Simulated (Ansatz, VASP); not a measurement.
# C: VASP beside Ansatz

```
C
1.0
     1.23328   -2.13604    0.00000
     1.23328    2.13604    0.00000
     0.00000    0.00000    8.70703
C
4
Direct
  0.18328 0.81672 0.77973
  0.48338 0.51662 0.22027
  0.81672 0.18328 0.22027
  0.51662 0.48338 0.77973
```

Change from the starting cell: mode 1 frozen in at -0.427 Å and mode 6 at +0.256 Å (largest displacements).

Alike in both runs: task single point; functional PBE; k mesh 18 × 18 × 6; occupations gaussian, width 0.15 eV; no spin polarisation.

|  | VASP | Ansatz |
| --- | --- | --- |
| version | VASP 6.6.1 | Ansatz 0.2.0 |
| potentials or method | VASP PAW PBE potentials, release 64 (C), cutoff 520 eV | scalar-relativistic, plane waves, PAW |
| valence electrons in the cell | 16 | 16 |

```tsv
	VASP	Ansatz	Ansatz less VASP
gap on the k mesh at the Fermi level (eV)	0.03	0.03	0.000
least direct gap on the mesh (eV)	0.03	0.03	0.000
pressure (GPa)	0.4	0.1	-0.34
traceless stress, the component that is largest in VASP (GPa)	-0.26	0.16	+0.415
rms of the force components (eV/Å)	0.006	0.006	0.0000
```

Atom by atom the forces differ by 0.000 eV/Å (rms over components).
